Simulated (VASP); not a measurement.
Write the native input for VASP 6.6.1 that does the following.

```
Task                   : single point
Functional             : PBEsol
Potentials or basis    : VASP PAW PBE potentials, release 64 (Mg, S)
Cutoff                 : 600 eV
k mesh                 : 6 × 4 × 6
Occupations            : gaussian, width 0.02 eV
Spin                   : no spin polarisation
Dipole correction      : no
Further INCAR settings : ALGO = Normal; EDIFF = 1e-06; NBANDS = 16
```

The structure of MgS (m) lies in POSCAR:

```
MgS
1.0
    3.9898611379      0.0000000000      0.0000000000
    0.0000000000      5.6425157332      0.0000000000
    0.0000000000      0.0000000000      4.0042935465
Mg S
2 2
Direct
    0.0000000000      0.0000000000      0.0000000000
    0.5000000000      0.5000000000      0.5000000000
    0.0000000000      0.2500000000      0.5000000000
    0.5000000000      0.7500000000      0.0000000000
```

One way to write it, as run:

INCAR

```
SYSTEM = MgS
PREC = Accurate
ENCUT = 600
EDIFF = 1E-6
ISMEAR = 0
SIGMA = 0.02
LREAL = .False.
LASPH = .True.
NELM = 120
ALGO = Normal
ISIF = 2
LWAVE = .False.
LCHARG = .False.
GGA = PS
NBANDS = 16
GGA_COMPAT = .False.
```

KPOINTS

```
Automatic mesh
0
Gamma
  6 4 6
  0 0 0
```

Potentials or basis: VASP PAW PBE potentials, release 64 (Mg, S).

Command:

```sh
$ cat potpaw_PBE.64/Mg/POTCAR potpaw_PBE.64/S/POTCAR > POTCAR
$ mpirun -np 1 vasp_std > vasp.out
```

Results of the run:

```json
{
 "Pressure": "0.0 GPa",
 "Largest force": "0.023 eV/Å",
 "Band gap on the k mesh": "3.32 eV"
}
```

Caveat: the PAW data sets were made with another functional, which shifts forces and pressure a little.

Wall time 41 s on 1 thread of Intel Xeon 6975P-C (shared host), peak memory 0.26 GiB.
